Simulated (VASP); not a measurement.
Write the native input for VASP 6.6.1 that does the following.

```
Task                   : single point
Functional             : PBE
Potentials or basis    : VASP PAW PBE potentials, release 64 (Si)
Cutoff                 : 520 eV
k mesh                 : 18 × 18 × 18
Occupations            : gaussian, width 0.1 eV
Spin                   : no spin polarisation
Dipole correction      : no
Further INCAR settings : ALGO = Normal; EDIFF = 1e-06; NBANDS = 8
```

The structure of Si lies in POSCAR:

```
Si
1.0
    2.5334031127      0.0000000000      0.0000000000
    0.0000000000      2.5334031127      0.0000000000
    0.0000000000      0.0000000000      2.5334031127
Si
1
Direct
    0.0000000000      0.0000000000      0.0000000000
```

These files were run (other wordings do the same):

INCAR

```
SYSTEM = Si
ALGO     = Normal         ! electronic algorithm
EDIFF    = 1E-6           ! SCF threshold, eV
ENCUT    = 520            ! plane-wave cutoff, eV
GGA      = PE             ! functional
ISIF     = 2              ! what is computed and relaxed
ISMEAR   = 0              ! smearing method
LASPH    = .True.         ! aspherical terms in the spheres
LCHARG   = .True.         ! write CHGCAR
LELF     = .True.         ! ELF
LREAL    = .False.        ! projectors in reciprocal space
LVHAR    = .True.       
LWAVE    = .False.        ! write WAVECAR
NBANDS   = 8              ! bands
NELM     = 80             ! most SCF steps
PREC     = Accurate       ! precision mode
SIGMA    = 0.1            ! smearing width, eV
```

KPOINTS

```
k-points
0
Gamma
  18 18 18
  0 0 0
```

Potentials or basis: VASP PAW PBE potentials, release 64 (Si).

Command:

```bash
$ cat potpaw_PBE.64/Si/POTCAR > POTCAR
$ mpirun -np 1 vasp_std > vasp.out
```

Results of the run:

```
Pressure               : 0.0 GPa
Band gap on the k mesh : zero (band 2 reaches 15.66 eV, above the bottom of band 3 at 5.36 eV)
```

Wall time 24 s on 1 thread of Intel Xeon 8259CL, on a shared host, peak memory 0.13 GiB.
